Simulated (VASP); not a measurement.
# Ti (I4/mmm) in VASP: notebook, part 2 of 2

VASP 6.6.1. The steps go on from the part before.

**3. Single point, PBEsol (strain -0.0100 x Voigt [1, 0, 0, 0, 0, 0])**

INCAR reads:

```
PREC = Accurate ; ENCUT = 520
EDIFF = 1E-6 ; ISMEAR = 0
SIGMA = 0.15 ; LREAL = False
LASPH = True ; NELM = 80
ALGO = Fast ; ISIF = 2
LWAVE = False ; LCHARG = False
GGA = PS ; NBANDS = 12
```

KPOINTS reads:

```
Automatic mesh
0
Gamma
  20 20 20
```

POSCAR reads:

```
Ti
1.0
   -1.6245900000      1.6410000000      1.6410000000
    1.6245900000     -1.6410000000      1.6410000000
    1.6245900000      1.6410000000     -1.6410000000
Ti
1
Direct
    0.0000000000      0.0000000000      0.0000000000
```

Potentials or basis: VASP PAW PBE potentials, release 64 (Ti_sv).

On the command line:

```
$ cat potpaw_PBE.64/Ti_sv/POTCAR > POTCAR
$ mpirun -np 1 vasp_std > vasp.out
```

OUTCAR:

```text
PREC = Accurate
   ENCUT = 520
   EDIFF = 1E-6
   ISMEAR = 0
   LREAL = False
   LASPH = True
   NELM = 80
   ISIF = 2
   GGA = PS

 ion  position               nearest neighbor table
   1  0.000  0.000  0.000-

  LATTYP: Found a body centered tetragonal cell.
 ALAT       =     3.2820000000
 C/A-ratio  =     0.9900000000

  Lattice vectors:

 A1 = (  -1.6245900000,   1.6410000000,  -1.6410000000)
 A2 = (  -1.6245900000,  -1.6410000000,   1.6410000000)
 A3 = (   1.6245900000,   1.6410000000,   1.6410000000)

Analysis of symmetry for initial positions (statically):
=====================================================================
 Subroutine PRICEL returns:
 Original cell was already a primitive cell.

 Routine SETGRP: Setting up the symmetry group for a
 body centered tetragonal supercell.

 Subroutine GETGRP returns: Found 16 space group operations
 (whereof 16 operations were pure point group operations)
 out of a pool of 16 trial point group operations.

The static configuration has the point symmetry D_4h.

Analysis of symmetry for dynamics (positions and initial velocities):
[... 171 lines left out ...]
      4     -24.3913      2.00000
      5       1.9433      2.00000
      6       8.8097      0.00000
      7       8.8808      0.00000
      8       8.8808      0.00000
      9      10.5699      0.00000
     10      10.6533      0.00000
     11      25.1872      0.00000
     12      25.1921      0.00000
[... 331 lines left out ...]
 k-point    24 :       0.1000    0.1000    0.0000
  band No.  band energies     occupation
      1     -48.3980      2.00000
      2     -24.5741      2.00000
      3     -24.4353      2.00000
      4     -24.4071      2.00000
      5       2.9144      2.00000
      6       8.4977      0.00000
      7       8.5620      0.00000
      8       9.6127      0.00000
      9      10.2210      0.00000
     10      10.7091      0.00000
     11      23.7263      0.00000
     12      24.4607      0.00000

 [... further k-points ...]

------------------------ aborting loop because EDIFF is reached ----------------------------------------

  FORCE on cell =-STRESS in cart. coord.  units (eV):
  Direction    XX          YY          ZZ          XY          YZ          ZX
  --------------------------------------------------------------------------------------
  -------------------------------------------------------------------------------------
  Total       -0.6709911     -0.6415439     -0.6415439      0.0000000      0.0000000      0.0000000
  in kB      -61.4336662    -58.7375779    -58.7375779      0.0000000      0.0000000      0.0000000
  external PRESSURE =     -59.6362740 kB  Pullay stress =       0.0000000 kB

 VOLUME and BASIS-vectors are now :
 -----------------------------------------------------------------------------
  energy-cutoff  :      520.00
  volume of cell :       17.50
      direct lattice vectors                 reciprocal lattice vectors
    -1.624590000  1.641000000  1.641000000     0.000000000  0.304692261  0.304692261
     1.624590000 -1.641000000  1.641000000     0.307769960  0.000000000  0.304692261
     1.624590000  1.641000000 -1.641000000     0.307769960  0.304692261  0.000000000

 POSITION                                       TOTAL-FORCE (eV/Angst)
 -----------------------------------------------------------------------------------
      0.00000      0.00000      0.00000         0.000000     -0.000000     -0.000000
 -----------------------------------------------------------------------------------
    total drift:                                0.000000      0.000000     -0.000000

  FREE ENERGIE OF THE ION-ELECTRON SYSTEM (eV)
  ---------------------------------------------------
  free  energy   TOTEN  =        -8.2289344298 eV

  energy  without entropy=       -8.2022713168  energy(sigma->0) =       -8.21560287
```

Run time: 67 s. Hardware: 1 thread of Intel Xeon 6975P-C (Granite Rapids), shared host; peak memory 0.24 GiB.

What came out:

| Quantity | Value |
| --- | --- |
| Free energy | -8.2289 eV |
| Pressure | -6.0 GPa |
| Band gap on the k mesh | zero (bands 6 and 7 overlap by 1.63 eV) |

Caveat: the cell differs from its parent crystal (strain -0.0100 x Voigt [1, 0, 0, 0, 0, 0]); the cell stands under tension; the PAW data sets were made with another functional, which shifts forces and pressure a little.

**4. Single point, PBEsol (strain -0.0150 x Voigt [1, 0, 0, 0, 0, 0])**

INCAR reads:

```
SYSTEM = Ti
ALGO = Normal ; EDIFF = 1E-6
ENCUT = 520 ; GGA = PS
ISIF = 2 ; ISMEAR = 0
LASPH = .TRUE. ; LCHARG = .FALSE.
LREAL = .FALSE. ; LWAVE = .FALSE.
NBANDS = 12 ; NELM = 60
PREC = Accurate ; SIGMA = 0.15
```

KPOINTS reads:

```
k-points
0
G
  20 20 20
  0 0 0
```

POSCAR reads:

```
Ti
1.0
   -1.6163850000      1.6410000000      1.6410000000
    1.6163850000     -1.6410000000      1.6410000000
    1.6163850000      1.6410000000     -1.6410000000
Ti
1
Direct
    0.0000000000      0.0000000000      0.0000000000
```

On the command line:

```
$ cat potpaw_PBE.64/Ti_sv/POTCAR > POTCAR
$ mpirun -np 1 vasp_std > vasp.out
```

Wall time 33 s (1 thread of Intel Xeon 6975P-C (Granite Rapids), shared host); peak memory 0.24 GiB.

Results (log left out):

```yaml
Free_energy: -8.2322 eV
Pressure: -5.5 GPa
Band_gap_on_the_k_mesh: zero (bands 6 and 7 overlap by 1.63 eV)
```

Stress tensor (GPa, compression positive):
```
-5.73  0.00  0.00
 0.00 -5.32  0.00
 0.00  0.00 -5.32
```

Levels at points of the mesh, in eV from the Fermi level:
| k point | band 4 | band 5 | band 6 | band 7 | band 8 | band 9 |
| --- | --- | --- | --- | --- | --- | --- |
| (0.00, 0.00, 0.00) | -32.25 | -5.95 | 0.91 | 1.02 | 1.02 | 2.68 |
| (0.50, 0.00, 0.00) | -32.25 | -2.45 | -0.31 | 1.08 | 2.65 | 3.05 |
| (0.00, 0.50, 0.00) | -32.26 | -2.45 | -0.44 | 1.18 | 2.76 | 3.11 |
| (0.50, 0.50, 0.50) | -32.71 | -2.11 | -2.07 | 3.92 | 3.92 | 3.94 |

Caveat: the cell differs from its parent crystal (strain -0.0150 x Voigt [1, 0, 0, 0, 0, 0]); the cell stands under tension; the PAW data sets were made with another functional, which shifts forces and pressure a little.

**5. Single point, PBEsol (strain -0.0050 x Voigt [1, 0, 0, 0, 0, 0])**

INCAR reads:

```
SYSTEM = Ti
  PREC = Accurate
  ENCUT = 520
  EDIFF = 1E-6
  ISMEAR = 0
  SIGMA = 0.15
  LREAL = .FALSE.
  LASPH = .TRUE.
  NELM = 100
  ALGO = Normal
  ISIF = 2
  LWAVE = .FALSE.
  LCHARG = .FALSE.
  GGA = PS
  NBANDS = 12
```

KPOINTS reads:

```
Automatic mesh
0
G
  20 20 20
  0 0 0
```

POSCAR reads:

```
Ti
1.0
   -1.6327950000      1.6410000000      1.6410000000
    1.6327950000     -1.6410000000      1.6410000000
    1.6327950000      1.6410000000     -1.6410000000
Ti
1
Direct
    0.0000000000      0.0000000000      0.0000000000
```

On the command line:

```
$ cat potpaw_PBE.64/Ti_sv/POTCAR > POTCAR
$ mpirun -np 1 vasp_std > vasp.out
```

It took 34 s on 1 thread of Intel Xeon 6975P-C (Granite Rapids), shared host; peak memory 0.24 GiB.

It converged, with:

```
Free energy            : -8.2255 eV
Pressure               : -6.4 GPa
Band gap on the k mesh : zero (bands 6 and 7 overlap by 1.61 eV)
```

Stress tensor (GPa, compression positive):
```
-6.47  0.00  0.00
 0.00 -6.34  0.00
 0.00  0.00 -6.34
```

Levels at points of the mesh, in eV from the Fermi level:
```csv
k point,band 2,band 3,band 4,band 5,band 6,band 7,band 8,band 9,band 10,band 11
"(0.00, 0.00, 0.00)",-32.29,-32.29,-32.29,-5.92,0.95,0.98,0.98,2.70,2.74,17.30
"(0.50, 0.00, 0.00)",-32.94,-32.49,-32.29,-2.43,-0.36,1.09,2.67,3.04,4.22,8.62
"(0.00, 0.50, 0.00)",-32.94,-32.49,-32.29,-2.43,-0.40,1.13,2.71,3.05,4.22,8.65
"(0.50, 0.50, 0.50)",-32.74,-32.74,-32.73,-2.07,-2.05,3.87,3.87,3.88,8.21,8.21
```

Caveat: the cell differs from its parent crystal (strain -0.0050 x Voigt [1, 0, 0, 0, 0, 0]); the cell stands under tension; the PAW data sets were made with another functional, which shifts forces and pressure a little.

**6. Single point, PBEsol (strain +0.0050 x Voigt [1, 0, 0, 0, 0, 0])**

INCAR reads:

```
PREC = Accurate ; ENCUT = 520
EDIFF = 1E-6 ; ISMEAR = 0
SIGMA = 0.15 ; LREAL = False
LASPH = True ; NELM = 100
ALGO = Normal ; ISIF = 2
LWAVE = False ; LCHARG = True
GGA = PS ; LELF = True
LVHAR = True ; NBANDS = 12
```

KPOINTS reads:

```
Automatic mesh
0
Gamma
  20 20 20
```

POSCAR reads:

```
Ti
1.0
   -1.6492050000      1.6410000000      1.6410000000
    1.6492050000     -1.6410000000      1.6410000000
    1.6492050000      1.6410000000     -1.6410000000
Ti
1
Direct
    0.0000000000      0.0000000000      0.0000000000
```

Potentials or basis: VASP PAW PBE potentials, release 64 (Ti_sv).

On the command line:

```
$ cat potpaw_PBE.64/Ti_sv/POTCAR > POTCAR
$ mpirun -np 1 vasp_std > vasp.out
```

Wall time 34 s (1 thread of Intel Xeon 6975P-C (Granite Rapids), shared host); peak memory 0.25 GiB.

It converged, with:

| Item | Value |
| --- | --- |
| Free energy | -8.2180 eV |
| Pressure | -7.3 GPa |
| Band gap on the k mesh | zero (bands 6 and 7 overlap by 1.59 eV) |

Stress tensor (GPa, compression positive):
```
-7.18  0.00  0.00
 0.00 -7.31  0.00
 0.00  0.00 -7.31
```

Levels at points of the mesh, in eV from the Fermi level:
```csv
k point,band 4,band 5,band 6,band 7,band 8,band 9
"(0.00, 0.00, 0.00)",-32.32,-5.90,0.95,0.95,0.99,2.67
"(0.50, 0.00, 0.00)",-32.32,-2.40,-0.41,1.11,2.69,3.02
"(0.00, 0.50, 0.00)",-32.32,-2.40,-0.37,1.07,2.65,3.01
"(0.50, 0.50, 0.50)",-32.75,-2.03,-2.02,3.82,3.83,3.83
```

Caveat: the cell differs from its parent crystal (strain +0.0050 x Voigt [1, 0, 0, 0, 0, 0]); the cell stands under tension; the PAW data sets were made with another functional, which shifts forces and pressure a little.

**7. The runs side by side**

| cell | gap on the mesh (eV) | pressure (GPa) |
| --- | --- | --- |
| a = 2.823 Å, angles 110.6, 108.9, 108.9°, 1 atom | none | -5.0 |
| a = 2.833 Å, angles 110.0, 109.2, 109.2°, 1 atom | none | -6.0 |
| a = 2.828 Å, angles 110.3, 109.1, 109.1°, 1 atom | none | -5.5 |
| a = 2.838 Å, angles 109.7, 109.3, 109.3°, 1 atom | none | -6.4 |
| a = 2.847 Å, angles 109.2, 109.6, 109.6°, 1 atom | none | -7.3 |

Alike in all rows: task single point; level PBEsol; potentials or basis VASP PAW PBE potentials, release 64 (Ti_sv); no spin polarisation; k mesh 20 × 20 × 20; cutoff (eV) 520; smearing gaussian 0.15 eV.

Caveats: the cell stands under tension; the PAW data sets were made with another functional, which shifts forces and pressure a little.

Total energies depend on the potentials used, so only differences within one code and one set of settings carry meaning.
